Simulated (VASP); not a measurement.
Runs of VASP 6.6.1 on Be2Si. The cells are those of the table. 

```csv
level,cell,smearing,gap on the mesh (eV),pressure (GPa),largest force (eV/Å)
PBEsol,"a = 7.451 Å, angles 60.0°, 24 atoms",fermi-dirac 0.19 eV,0.09,4.8,3.28
PBEsol,"a = 7.461 Å, angles 60.0°, 24 atoms",fermi-dirac 0.19 eV,-,2.7,2.74
PBE,"a = 7.508 Å, angles 60.0°, 24 atoms",fermi-dirac 0.039 eV,(b),(d),1.66
PBEsol,"a = 7.440 Å, angles 60.0°, 24 atoms",fermi-dirac 0.19 eV,0.15,2.6,(a)
PBE,"a = 7.530 Å, angles 60.0°, 24 atoms",fermi-dirac 0.039 eV,(c),-1.6,0.95
```

Alike in all rows: task single point; potentials or basis VASP PAW PBE potentials, release 64 (Si, Be); no spin polarisation; k mesh 2 × 2 × 2; cutoff (eV) 520.

Estimate the missing entries.

(a) 3.36; (b) 0.17; (c) 0.23; (d) -0.2.

Caveats: all runs use coarse meshes; the PAW data sets were made with another functional, which shifts forces and pressure a little (some runs); forces of over 1 eV/Å act on the atoms, so gaps and moduli don't describe the material at rest (some runs).

A k mesh can miss the band edges.
